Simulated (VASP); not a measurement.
# Ir (P6_3/mmc) in VASP: notebook

Ir is run at these levels: PBEsol; tasks: relaxation of shape and atoms at fixed volume.

All numbers are computed with VASP 6.6.1; they aren't measurements. Logs are shortened: lines on timing, memory, paths and dates and some standing lists are left out, and cuts for length are marked.

## Step 1: The cell of the first run

It takes space group P6_3/mmc (No. 194, hexagonal). Conventional cell: a = 2.746 Å, b = 2.746 Å, c = 4.452 Å, α = 90.00°, β = 90.00°, γ = 120.00°. Within 3.6 Å of Ir (site symmetry -6m2) lie 12 Ir at 2.73 to 2.75 Å.

This isn't the form of Ir at room conditions, which is fcc.

## Step 2: Relaxation of shape and atoms at fixed volume, PBEsol (14.53 Å³/atom)

INCAR reads:

```
  PREC = Accurate
  ENCUT = 600
  EDIFF = 1E-6
  ISMEAR = 0
  SIGMA = 0.1
  LREAL = False
  LASPH = True
  NELM = 60
  ALGO = Fast
  ISIF = 4
  LWAVE = False
  LCHARG = False
  GGA = PS
  IBRION = 2
  NSW = 50
  EDIFFG = -0.01
```

KPOINTS reads:

```
regular mesh
0
Gamma
  18 18 10
```

POSCAR reads:

```
Ir
1.0
    2.7459785847      0.0000000000      0.0000000000
   -1.3729892923      2.3780872126      0.0000000000
    0.0000000000      0.0000000000      4.4515787889
Ir
2
Direct
    0.6666666667      0.3333333333      0.7500000000
    0.3333333333      0.6666666667      0.2500000000
```

Potentials or basis: VASP PAW PBE potentials, release 64 (Ir).

Started as:

```bash
$ cat potpaw_PBE.64/Ir/POTCAR > POTCAR
$ mpirun -np 1 vasp_std > vasp.out
```

OUTCAR:

```text
PREC = Accurate
   ENCUT = 600
   EDIFF = 1E-6
   ISMEAR = 0
   LREAL = False
   LASPH = True
   NELM = 60
   ISIF = 4
   GGA = PS
   IBRION = 2
   NSW = 50
   EDIFFG = -0.01

 ion  position               nearest neighbor table
   1  0.667  0.333  0.750-   2 2.73   2 2.73   2 2.73   2 2.73   2 2.73   2 2.73
   2  0.333  0.667  0.250-   1 2.73   1 2.73   1 2.73   1 2.73   1 2.73   1 2.73

  LATTYP: Found a hexagonal cell.
 ALAT       =     2.7459785847
 C/A-ratio  =     1.6211265498

  Lattice vectors:

 A1 = (   2.7459785847,   0.0000000000,   0.0000000000)
 A2 = (  -1.3729892923,   2.3780872126,   0.0000000000)
 A3 = (   0.0000000000,   0.0000000000,   4.4515787889)

Analysis of symmetry for initial positions (statically):
=====================================================================
 Subroutine PRICEL returns:
 Original cell was already a primitive cell.

 Routine SETGRP: Setting up the symmetry group for a
 hexagonal supercell.

 Subroutine GETGRP returns: Found 24 space group operations
 (whereof 12 operations were pure point group operations)
 out of a pool of 24 trial point group operations.

The static configuration has the point symmetry D_3d.
 The point group associated with its full space group is D_6h.

Analysis of symmetry for dynamics (positions and initial velocities):
=====================================================================
 Subroutine PRICEL returns:
 Original cell was already a primitive cell.

 Routine SETGRP: Setting up the symmetry group for a
 hexagonal supercell.

 Subroutine GETGRP returns: Found 24 space group operations
 (whereof 12 operations were pure point group operations)
 out of a pool of 24 trial point group operations.

The dynamic configuration has the point symmetry D_3d.
 The point group associated with its full space group is D_6h.

 Subroutine INISYM returns: Found 24 space group operations
 (whereof 12 operations are pure point group operations),
 and found     1 'primitive' translations

----------------------------------------------------------------------------------------

                                     Primitive cell

  volume of cell :      29.0696

  direct lattice vectors                    reciprocal lattice vectors
     2.745978585  0.000000000  0.000000000     0.364168900  0.210253012  0.000000000
    -1.372989292  2.378087213  0.000000000     0.000000000  0.420506025  0.000000000
     0.000000000  0.000000000  4.451578789     0.000000000  0.000000000  0.224639403

  length of vectors
     2.745978585  2.745978585  4.451578789     0.420506025  0.420506025  0.224639403

  position of ions in fractional coordinates (direct lattice)
     0.666666667  0.333333333  0.750000000
     0.333333333  0.666666667  0.250000000

  ion indices of the primitive-cell ions
   primitive index   ion index
                 1           1
                 2           2

----------------------------------------------------------------------------------------

 KPOINTS: regular mesh

Automatic generation of k-mesh.
 Grid dimensions read from file:
 generate k-points for:   18   18   10

 Generating k-lattice:

  Cartesian coordinates                     Fractional coordinates (reciprocal lattice)
     0.020231606  0.011680723  0.000000000     0.055555556  0.000000000  0.000000000
     0.000000000  0.023361446  0.000000000     0.000000000  0.055555556  0.000000000
     0.000000000  0.000000000  0.022463940     0.000000000  0.000000000  0.100000000

  Length of vectors
     0.023361446  0.023361446  0.022463940
[... 64 lines left out ...]
   PSTRESS=    0.0 pullay stress
   NELECT =      18.0000    total number of electrons
   NUPDOWN=      -1.0000    fix difference up-down
   EMIN   =  10.00;   EMAX   =-10.00  energy-range for DOS
   EFERMI =   0.00;   METHOD = LEGACY
   ISMEAR =     0;   SIGMA  =   0.10  broadening in eV -4-tet -1-fermi 0-gaus
   EFERMI_NEDOS =   21; number of points for ismear=-14 and -15
   IALGO  =     68    algorithm
   IMIX   =      4    mixing-type and parameters
     AMIX     =   0.40;   BMIX     =  1.00
     AMIX_MAG =   1.60;   BMIX_MAG =  1.00
  volume/ion in A,a.u.               =      14.53        98.09
  Fermi-wavevector in a.u.,A,eV,Ry     =   1.395359  2.636846 26.490913  1.947027
  Thomas-Fermi vector in A             =   2.518819
   LORBIT       =      0    0 simple, 1 ext, 2 COOP (PROOUT), +10 PAW based schemes
   GGA     = PS    functional components
   LHFCALC =     F    Hartree Fock is set to
   AEXX    =    0.0000 exact exchange contribution
   IVDW    =     0    specifies the selected vdW correction
   LEPSILON=     F    determine dielectric tensor
   LRPA    =     F    only Hartree local field effects (RPA)
 conjugate gradient relaxation of ions
 non-spin polarized calculation
 RMM-DIIS sequential band-by-band and
 Gauss-broadening in eV      SIGMA  =   0.10
  energy-cutoff  :      600.00
  volume of cell :       29.07
 maximum number of plane-waves:       996
 NGX is ok and might be reduce to    24
   NGX = 11   NGY = 11   NGZ = 17

--------------------------------------- Ionic step        1  -------------------------------------------

 number of electron      17.9999999 magnetization

 Free energy of the ion-electron system (eV)
  ---------------------------------------------------
  ext. energy  EPLUGINS =         0.00000000
  ---------------------------------------------------
  free energy    TOTEN  =       -19.46854251 eV

  energy without entropy =      -19.45798767  energy(sigma->0) =      -19.46326509

------------------------ aborting loop because EDIFF is reached ----------------------------------------

  FORCE on cell =-STRESS in cart. coord.  units (eV):
  Direction    XX          YY          ZZ          XY          YZ          ZX
  --------------------------------------------------------------------------------------
  -------------------------------------------------------------------------------------
  Total       -1.7435926     -1.7435926     -1.7810664     -0.0000000     -0.0000000      0.0000000
  in kB      -96.0985001    -96.0985001    -98.1638797     -0.0000000     -0.0000000      0.0000000
  external PRESSURE =     -96.7869600 kB  Pullay stress =       0.0000000 kB

 VOLUME and BASIS-vectors are now :
 -----------------------------------------------------------------------------
  energy-cutoff  :      600.00
  volume of cell :       29.07
      direct lattice vectors                 reciprocal lattice vectors
     2.745978585  0.000000000  0.000000000     0.364168900  0.210253012  0.000000000
    -1.372989292  2.378087213  0.000000000     0.000000000  0.420506025  0.000000000
     0.000000000  0.000000000  4.451578789     0.000000000  0.000000000  0.224639403

 POSITION                                       TOTAL-FORCE (eV/Angst)
 -----------------------------------------------------------------------------------
      1.37299      0.79270      3.33868        -0.000000      0.000000      0.000000
     -0.00000      1.58539      1.11289         0.000000     -0.000000      0.000000
 -----------------------------------------------------------------------------------
    total drift:                               -0.000000      0.000000     -0.000000

  FREE ENERGIE OF THE ION-ELECTRON SYSTEM (eV)
  ---------------------------------------------------
  free  energy   TOTEN  =       -19.4685425127 eV

  energy  without entropy=      -19.4579876672  energy(sigma->0) =      -19.46326509

--------------------------------------- Ionic step        2  -------------------------------------------

 number of electron      17.9999999 magnetization

 Free energy of the ion-electron system (eV)
  ---------------------------------------------------
  ext. energy  EPLUGINS =         0.00000000
  ---------------------------------------------------
  free energy    TOTEN  =       -19.46854721 eV

  energy without entropy =      -19.45800705  energy(sigma->0) =      -19.46327713

 E-fermi :   9.9068     XC(G=0): -13.9427

 val. band max:        9.9025861284   @ k =   0.3333   0.3333   0.1000
 cond. band min:       9.9126989300   @ k =   0.3333  -0.0000   0.4000
 fundamental gap:      0.0101128016
 Fermi energy:         9.9067643029

 k-point     1 :       0.0000    0.0000    0.0000
  band No.  band energies     occupation
      1      -1.1180      2.00000
      2       1.9495      2.00000
      3       6.0981      2.00000
      4       6.1889      2.00000
      5       6.1889      2.00000
      6       6.8264      2.00000
      7       6.8264      2.00000
      8       7.5913      2.00000
      9       7.5913      2.00000
     10       9.1016      2.00000
     11      10.1629      0.00029
     12      10.1629      0.00029
     13      16.7117      0.00000
[... 354 lines left out ...]
  band No.  band energies     occupation
      1       2.8888      2.00000
      2       2.9910      2.00000
      3       3.3288      2.00000
      4       5.7982      2.00000
      5       5.9331      2.00000
      6       6.4399      2.00000
      7       7.0037      2.00000
      8      10.0629      0.02721
      9      10.5088      0.00000
     10      10.6404      0.00000
     11      12.3446      0.00000
     12      15.4158      0.00000
     13      17.8567      0.00000

 [... further k-points ...]

------------------------ aborting loop because EDIFF is reached ----------------------------------------

  FORCE on cell =-STRESS in cart. coord.  units (eV):
  Direction    XX          YY          ZZ          XY          YZ          ZX
  --------------------------------------------------------------------------------------
  -------------------------------------------------------------------------------------
  Total       -1.7633254     -1.7633254     -1.7433678     -0.0000000     -0.0000000      0.0000000
  in kB      -97.1860794    -97.1860794    -96.0861093     -0.0000000     -0.0000000      0.0000000
  external PRESSURE =     -96.8194227 kB  Pullay stress =       0.0000000 kB

 VOLUME and BASIS-vectors are now :
 -----------------------------------------------------------------------------
  energy-cutoff  :      600.00
  volume of cell :       29.07
      direct lattice vectors                 reciprocal lattice vectors
     2.746806215 -0.000000000  0.000000000     0.364059173  0.210189662  0.000000000
    -1.373403107  2.378803961 -0.000000000     0.000000000  0.420379323  0.000000000
     0.000000000 -0.000000000  4.448896615     0.000000000  0.000000000  0.224774834

 POSITION                                       TOTAL-FORCE (eV/Angst)
 -----------------------------------------------------------------------------------
      1.37340      0.79293      3.33667         0.000000     -0.000000      0.000000
     -0.00000      1.58587      1.11222        -0.000000      0.000000      0.000000
 -----------------------------------------------------------------------------------
    total drift:                               -0.000000      0.000000     -0.000000

  FREE ENERGIE OF THE ION-ELECTRON SYSTEM (eV)
  ---------------------------------------------------
  free  energy   TOTEN  =       -19.4685472115 eV

  energy  without entropy=      -19.4580070535  energy(sigma->0) =      -19.46327713

 reached required accuracy - stopping structural energy minimisation
```

Wall time 3 min (1 thread of Intel Xeon 8259CL, shared host); peak memory 0.23 GiB.

Results:

| Property | Result |
| --- | --- |
| Free energy | -19.4685 eV |
| Energy gained by relaxing | 0.0 meV/atom |
| Ionic steps | 2 |
| Pressure after relaxing | -9.7 GPa |
| Band gap on the k mesh | zero (bands 9 and 10 overlap by 3.21 eV) |

Stress tensor (GPa, compression positive):
```
-9.72  0.00  0.00
 0.00 -9.72  0.00
 0.00  0.00 -9.61
```

Final structure:
```cif
data_structure
_symmetry_space_group_name_H-M 'P 1'
_symmetry_Int_Tables_number 1
_cell_length_a 2.7468
_cell_length_b 2.7468
_cell_length_c 4.4489
_cell_angle_alpha 90.000
_cell_angle_beta 90.000
_cell_angle_gamma 120.000
_cell_volume 29.07
loop_
_atom_site_label
_atom_site_type_symbol
_atom_site_fract_x
_atom_site_fract_y
_atom_site_fract_z
_atom_site_occupancy
Ir1 Ir 0.66667 0.33333 0.75000 1
Ir2 Ir 0.33333 0.66667 0.25000 1
```

Levels at points of the mesh, in eV from the Fermi level:
```
           k point  band 7  band 8  band 9  band 10  band 11  band 12
(0.00, 0.00, 0.00)   -3.08   -2.32   -2.32    -0.81     0.26     0.26
(0.50, 0.00, 0.00)   -2.90    0.67    0.93     1.07     2.83     4.25
(0.00, 0.00, 0.50)   -3.84   -3.84   -0.47    -0.47    -0.47    -0.47
(0.50, 0.00, 0.50)   -0.96   -0.96    0.91     0.91     1.95     1.95
```

Caveat: the PAW data sets were made with another functional, which shifts forces and pressure a little; spin-orbit coupling is left out, which moves the levels of the heavy elements.

## Step 3: Relaxation of shape and atoms at fixed volume, PBEsol (14.96 Å³/atom)

This run uses another cell than the first one, of 14.96 Å³/atom.

INCAR reads:

```
PREC = Accurate
ENCUT = 600
EDIFF = 1E-6
ISMEAR = 0
SIGMA = 0.1
LREAL = False
LASPH = True
NELM = 80
ALGO = Normal
ISIF = 4
LWAVE = False
LCHARG = False
GGA = PS
IBRION = 2
NSW = 50
EDIFFG = -0.01
```

KPOINTS is that of step 2.

POSCAR reads:

```
Ir
1.0
    2.7730176107      0.0000000000      0.0000000000
   -1.3865088053      2.4015036960      0.0000000000
    0.0000000000      0.0000000000      4.4923309320
Ir
2
Direct
    0.6666666667      0.3333333333      0.7500000000
    0.3333333333      0.6666666667      0.2500000000
```

Potentials or basis: VASP PAW PBE potentials, release 64 (Ir).

Started as:

```bash
$ cat potpaw_PBE.64/Ir/POTCAR > POTCAR
$ mpirun -np 1 vasp_std > vasp.out
```

Run time: 2.3 min. Hardware: 1 thread of Intel Xeon 8259CL, shared host; peak memory 0.24 GiB.

It converged, with:

| Property | Result |
| --- | --- |
| Free energy | -19.3931 eV |
| Energy gained by relaxing | 0.0 meV/atom |
| Ionic steps | 2 |
| Pressure after relaxing | -18.6 GPa |
| Band gap on the k mesh | zero (bands 9 and 10 overlap by 3.06 eV) |

Final structure:
```
CELL_PARAMETERS angstrom
2.77382 0.00000 0.00000
-1.38691 2.40220 0.00000
0.00000 0.00000 4.48972
ATOMIC_POSITIONS crystal
Ir 0.66667 0.33333 0.75000
Ir 0.33333 0.66667 0.25000
```

Levels at points of the mesh, in eV from the Fermi level:
```csv
k point,band 5,band 6,band 7,band 8,band 9,band 10,band 11,band 12,band 13
"(0.00, 0.00, 0.00)",-3.55,-2.94,-2.94,-2.22,-2.22,-0.71,0.24,0.24,6.55
"(0.50, 0.00, 0.00)",-3.30,-3.26,-2.77,0.63,0.88,1.01,2.73,4.10,7.88
"(0.00, 0.00, 0.50)",-3.67,-3.67,-3.67,-3.67,-0.45,-0.45,-0.45,-0.45,13.49
"(0.50, 0.00, 0.50)",-1.98,-1.98,-0.90,-0.90,0.86,0.86,1.90,1.90,7.13
```

Caveat: the PAW data sets were made with another functional, which shifts forces and pressure a little; spin-orbit coupling is left out, which moves the levels of the heavy elements.

(Continued in part 2 of 2.)
